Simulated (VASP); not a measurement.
C: single point with PBE+D3(BJ)

Slab: C, a slab with vacuum.

```
C
1.0
     2.46565    0.00000    0.00000
    -1.23283    2.13532    0.00000
     0.00000    0.00000   17.50007
C
4
Direct
  0.66667 0.33333 0.25714
  0.33333 0.66667 0.25714
  0.00000 0.00000 0.42915
  0.66667 0.33333 0.42914
```

```yaml
Program: VASP 6.6.1
Task: single point
Functional: PBE
Dispersion: D3(BJ)
Potentials_or_basis: VASP PAW PBE potentials, release 64 (C)
Cutoff: 520 eV
k_mesh: 15 × 15 × 1
Occupations: gaussian, width 0.1 eV
Spin: no spin polarisation
```

The largest force is 0.155 eV/Å and the band gap on the k mesh is zero (filled and empty bands touch). The dispersion energy per atom is -0.129 eV.

Forces on the atoms (eV/Å):
```
C    0.000  0.000 -0.102
C    0.000  0.000 -0.155
C    0.000  0.000  0.155
C    0.000  0.000  0.102
```

Levels at points of the mesh, in eV from the Fermi level:
```csv
k point,band 5,band 6,band 7,band 8,band 9,band 10,band 11,band 12
"(0.00, 0.00, 0.00)",-3.01,-3.01,-2.98,-2.98,3.55,3.95,4.89,6.51
```

Run time: 33 s on 1 thread of Intel(R) Xeon(R) 6975P-C (Granite Rapids), with other jobs on the host, peak memory 0.21 GiB.
